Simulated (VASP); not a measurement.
# LiH (P-6m2) in VASP: further runs

The runs below take LiH through vibrations by perturbation theory, elastic constants, with PBE.

Everything below comes from runs of VASP 6.6.1. Logs are shortened: lines on timing, memory, paths and dates and some standing lists are left out, and cuts for length are marked.

**1. The cell of the first run**

Symmetry: P-6m2, No. 187, hexagonal system. Conventional cell: a = 2.756 Å, b = 2.756 Å, c = 2.534 Å, α = 90.00°, β = 90.00°, γ = 120.00°. Li (site symmetry -6m2) has 6 H at 2.03 Å and 8 Li at 2.53 to 2.76 Å within 2.8 Å. H (site symmetry -6m2) has 6 Li at 2.03 Å and 8 H at 2.53 to 2.76 Å within 2.8 Å.

**2. Vibrations by perturbation theory, PBE**

Input file INCAR:

```
PREC = Accurate ; ENCUT = 520
EDIFF = 1E-8 ; ISMEAR = 0
SIGMA = 0.01 ; LREAL = False
LASPH = True ; NELM = 100
ALGO = Normal ; ISIF = 2
LWAVE = False ; LCHARG = False
GGA = PE ; IBRION = 8
NSW = 1 ; LEPSILON = True
```

Input file KPOINTS:

```
regular mesh
0
Gamma
  12 12 10
```

Input file POSCAR:

```
LiH
1.0
    2.7560389747      0.0000000000      0.0000000000
   -1.3780194873      2.3867997659      0.0000000000
    0.0000000000      0.0000000000      2.5344731057
Li H
1 1
Direct
    0.6666666667      0.3333333333      0.0000000000
    0.0000000000      0.0000000000      0.5000000000
```

Potentials or basis: VASP PAW PBE potentials, release 64 (Li_sv, H).

Launch:

```bash
> cat potpaw_PBE.64/Li_sv/POTCAR potpaw_PBE.64/H/POTCAR > POTCAR
> mpirun -np 1 vasp_std > vasp.out
```

OUTCAR:

```text
PREC = Accurate
   ENCUT = 520
   EDIFF = 1E-8
   ISMEAR = 0
   LREAL = False
   LASPH = True
   NELM = 100
   ISIF = 2
   GGA = PE
   IBRION = 8
   NSW = 1
   LEPSILON = True

 ion  position               nearest neighbor table
   1  0.667  0.333  0.000-
   2  0.000  0.000  0.500-

  LATTYP: Found a hexagonal cell.
 ALAT       =     2.7560389747
 C/A-ratio  =     0.9196071351

  Lattice vectors:

 A1 = (   2.7560389747,   0.0000000000,   0.0000000000)
 A2 = (  -1.3780194873,   2.3867997659,   0.0000000000)
 A3 = (   0.0000000000,   0.0000000000,   2.5344731057)

Analysis of symmetry for initial positions (statically):
=====================================================================
 Subroutine PRICEL returns:
 Original cell was already a primitive cell.

 Routine SETGRP: Setting up the symmetry group for a
 hexagonal supercell.

 Subroutine GETGRP returns: Found 12 space group operations
 (whereof 12 operations were pure point group operations)
 out of a pool of 24 trial point group operations.

The static configuration has the point symmetry D_3h.

Analysis of symmetry for dynamics (positions and initial velocities):
=====================================================================
 Subroutine PRICEL returns:
 Original cell was already a primitive cell.

 Routine SETGRP: Setting up the symmetry group for a
 hexagonal supercell.

 Subroutine GETGRP returns: Found 12 space group operations
 (whereof 12 operations were pure point group operations)
 out of a pool of 24 trial point group operations.

The dynamic configuration has the point symmetry D_3h.

 Subroutine INISYM returns: Found 12 space group operations
 (whereof 12 operations are pure point group operations),
 and found     1 'primitive' translations

----------------------------------------------------------------------------------------
[... 455 lines left out ...]
     0.00059  0.00000  0.00000
    -0.00000  0.00059  0.00000
     0.00000  0.00000 -0.00864

 MACROSCOPIC STATIC DIELECTRIC TENSOR (including local field effects in DFT)
 ------------------------------------------------------
           3.902101     0.000000     0.000000
           0.000000     3.902101     0.000000
          -0.000000    -0.000000     4.064871
 ------------------------------------------------------

 PIEZOELECTRIC TENSOR (including local field effects)  for field in x, y, z        (e  Angst)
          XX          YY          ZZ          XY          YZ          ZX
  --------------------------------------------------------------------------------
  x     0.00000    -0.00000    -0.00000     0.19826     0.00000     0.00000
  y     0.19826    -0.19826     0.00000    -0.00000     0.00000     0.00000
  z     0.00000     0.00000     0.00000    -0.00000     0.00000     0.00000

 PIEZOELECTRIC TENSOR (including local field effects)  for field in x, y, z        (C/m^2)
          XX          YY          ZZ          XY          YZ          ZX
  --------------------------------------------------------------------------------
  x     0.00000    -0.00000    -0.00000     0.19052     0.00000     0.00000
  y     0.19052    -0.19052     0.00000    -0.00000     0.00000     0.00000
  z     0.00000     0.00000     0.00000    -0.00000     0.00000     0.00000

 BORN EFFECTIVE CHARGES (including local field effects) (in |e|, cummulative output)
 ---------------------------------------------------------------------------------
 ion    1
    1     0.92483     0.00000     0.00000
    2     0.00000     0.92483     0.00000
    3    -0.00000    -0.00000     1.03872
 ion    2
    1    -0.92483    -0.00000     0.00000
    2    -0.00000    -0.92483     0.00000
    3     0.00000     0.00000    -1.03872

 INTERNAL STRAIN TENSOR FOR ION    2 for displacements in x,y,z  (eV/Angst):
          X           Y           Z          XY          YZ          ZX
  --------------------------------------------------------------------------------
  x     0.00000    -0.00000     0.00000     0.03820     0.00000     0.00000
  y     0.03820    -0.03820     0.00000    -0.00000     0.00000     0.00000
  z     0.00000     0.00000     0.00000     0.00000     0.00000     0.00000

 SECOND DERIVATIVES (NOT SYMMETRIZED)
 ------------------------------------
               1X          1Y          1Z          2X          2Y          2Z
  1X    -1.066557   -0.000000    0.000000    1.066557    0.000000    0.000000
  1Y    -0.000000   -1.066557    0.000000    0.000000    1.066557    0.000000
  1Z    -0.000000    0.000000   -0.893510    0.000000    0.000000    0.893510
  2X     1.060160    0.000000    0.000000   -1.060160   -0.000000    0.000000
  2Y     0.000000    1.060160    0.000000   -0.000000   -1.060160    0.000000
  2Z    -0.000000    0.000000    0.880629    0.000000    0.000000   -0.880629

 Eigenvectors and eigenvalues of the dynamical matrix
 ----------------------------------------------------

   1 f  =   17.213031 THz   108.152661 2PiTHz  574.164897 cm-1    71.187342 meV
             X         Y         Z           dx          dy          dz
      1.378019  0.795600  0.000000    -0.274437   -0.224026    0.000000
      0.000000  0.000000  1.267237     0.724426    0.591357   -0.000000
[... 21 lines left out ...]
   6 f/i=    0.037877 THz     0.237988 2PiTHz    1.263437 cm-1     0.156646 meV
             X         Y         Z           dx          dy          dz
      1.378019  0.795600  0.000000    -0.000000   -0.000000    0.934642
      0.000000  0.000000  1.267237    -0.000000   -0.000000    0.355589

--------------------------------------------------------------------------------------------------------

 MACROSCOPIC STATIC DIELECTRIC TENSOR IONIC CONTRIBUTION
 ------------------------------------------------------
           8.730106     0.000000     0.000000
           0.000000     8.730106    -0.000000
           0.000000    -0.000000    13.200816
 ------------------------------------------------------

 ELASTIC MODULI CONTR FROM IONIC RELAXATION (kBar)
 Direction    XX          YY          ZZ          XY          YZ          ZX
 --------------------------------------------------------------------------------
 XX          -0.0932      0.0932     -0.0000     -0.0000      0.0000      0.0000
 YY           0.0932     -0.0932     -0.0000     -0.0000      0.0000     -0.0000
 ZZ          -0.0000     -0.0000     -0.0000     -0.0000      0.0000      0.0000
 XY          -0.0000     -0.0000     -0.0000     -0.0932      0.0000     -0.0000
 YZ           0.0000      0.0000      0.0000      0.0000      0.0000      0.0000
 ZX           0.0000     -0.0000      0.0000     -0.0000      0.0000     -0.0000
 --------------------------------------------------------------------------------

 PIEZOELECTRIC TENSOR IONIC CONTR  for field in x, y, z        (C/m^2)
          XX          YY          ZZ          XY          YZ          ZX
  --------------------------------------------------------------------------------
  x     0.00000    -0.00000     0.00000     0.02683     0.00000    -0.00000
  y     0.02683    -0.02683     0.00000    -0.00000     0.00000    -0.00000
  z    -0.00000     0.00000     0.00000     0.00000     0.00000     0.00000
```

stdout:

```text
POSCAR found type information on POSCAR LiH
 POSCAR found :  2 types and       2 ions
 scaLAPACK will be used
 LDA part: xc-table for (Slater+PW92), standard interpolation
 POSCAR, INCAR and KPOINTS ok, starting setup
 FFT: planning ... GRIDC
 FFT: planning ... GRID_SOFT
 FFT: planning ... GRID
 WAVECAR not read
[... 32 lines left out ...]
 first order change of Fermi-energy  -0.31680E-03
 force on displaced ion       1 direction 3 :   0.000  -0.000  -0.894
 Born effective charge ion    1 direction 3 :   0.000  -0.000   1.038
 Linear response progress:
 first order change of Fermi-energy  -0.26809E-04
 force on displaced ion       2 direction 1 :  -1.060   0.000   0.000
 Born effective charge ion    2 direction 1 :  -0.925   0.000   0.000
 Linear response progress:
 first order change of Fermi-energy   0.76431E-03
 force on displaced ion       2 direction 3 :   0.000   0.000  -0.881
 Born effective charge ion    2 direction 3 :   0.000  -0.000  -1.039
 Born effective charges drift removed
 Linear response finished
```

Wall time 2.9 min (1 thread of Intel Xeon Platinum 8488C (Sapphire Rapids), shared host); peak memory 0.24 GiB.

Results:

| Item | Value |
| --- | --- |
| Electronic dielectric tensor (diagonal) | 3.90, 3.90, 4.06 |
| Born charges (mean of the diagonal) | Li +0.96; H -0.96 e |
| Highest phonon frequency at Γ | 574 cm⁻¹ |

Phonon frequencies in cm⁻¹ (negative: imaginary):
```csv
q point,frequencies
"(0.000, 0.000, 0.000)",-1 -1 -1 524 574 574
```

Electronic dielectric tensor:
```
3.90 0.00 0.00
0.00 3.90 0.00
0.00 0.00 4.06
```

Born effective charge tensors (e):
atom 1, Li
```
0.92 0.00 0.00
0.00 0.92 0.00
0.00 0.00 1.04
```
atom 2, H
```
-0.92  0.00  0.00
 0.00 -0.92  0.00
 0.00  0.00 -1.04
```

Caveat: the cutoff is under 1.25 times the usual one of these potentials, so pressure, stress and relaxed cells hold a basis-set (Pulay) error.

**3. Elastic constants, PBE**

Input file INCAR:

```
SYSTEM = LiH
PREC     = Accurate       ! precision mode
ENCUT    = 600            ! plane-wave cutoff, eV
EDIFF    = 1E-8           ! SCF threshold, eV
ISMEAR   = 0              ! smearing method
SIGMA    = 0.01           ! smearing width, eV
LREAL    = .FALSE.        ! projectors in reciprocal space
LASPH    = .TRUE.         ! aspherical terms in the spheres
NELM     = 80             ! most SCF steps
ALGO     = Normal         ! electronic algorithm
ISIF     = 3              ! what is computed and relaxed
LWAVE    = .FALSE.        ! write WAVECAR
LCHARG   = .FALSE.        ! write CHGCAR
GGA      = PE             ! functional
NBANDS   = 9              ! bands
IBRION   = 6              ! ionic algorithm
NFREE    = 2            
POTIM    = 0.015          ! step
NSW      = 1              ! ionic steps
```

Input file KPOINTS:

```
Automatic mesh
0
G
  12 12 10
  0 0 0
```

POSCAR is that of step 2.

Potentials or basis: VASP PAW PBE potentials, release 64 (Li_sv, H).

Launch:

```bash
> cat potpaw_PBE.64/Li_sv/POTCAR potpaw_PBE.64/H/POTCAR > POTCAR
> mpirun -np 1 vasp_std > vasp.out
```

Wall time 4.1 min (1 thread of Intel Xeon Platinum 8488C (Sapphire Rapids), shared host); peak memory 0.28 GiB.

Results (log left out):

```
Voigt bulk modulus            : 33 GPa
Highest phonon frequency at Γ : 575 cm⁻¹
```

Phonon frequencies in cm⁻¹ (negative: imaginary):
| q point | frequencies |
| --- | --- |
| (0.000, 0.000, 0.000) | -2 -1 -1 524 575 575 |

Elastic tensor in Voigt notation (GPa, in the Cartesian axes of the cell as first typed):
```
100  18 -26   0   0   0
 18 100 -26   0   0   0
-26 -26 166   0   0   0
  0   0   0  -7   0   0
  0   0   0   0  -7   0
  0   0   0   0   0  41
```

Clamped-ion elastic tensor (GPa):
```
100  18 -26   0   0   0
 18 100 -26   0   0   0
-26 -26 166   0   0   0
  0   0   0  -7   0   0
  0   0   0   0  -7   0
  0   0   0   0   0  41
```

Caveat: the cutoff is under 1.25 times the usual one of these potentials, so pressure, stress and relaxed cells hold a basis-set (Pulay) error; the elastic tensor has a negative eigenvalue, so either the cell is unstable as it stands or the mesh is too thin.
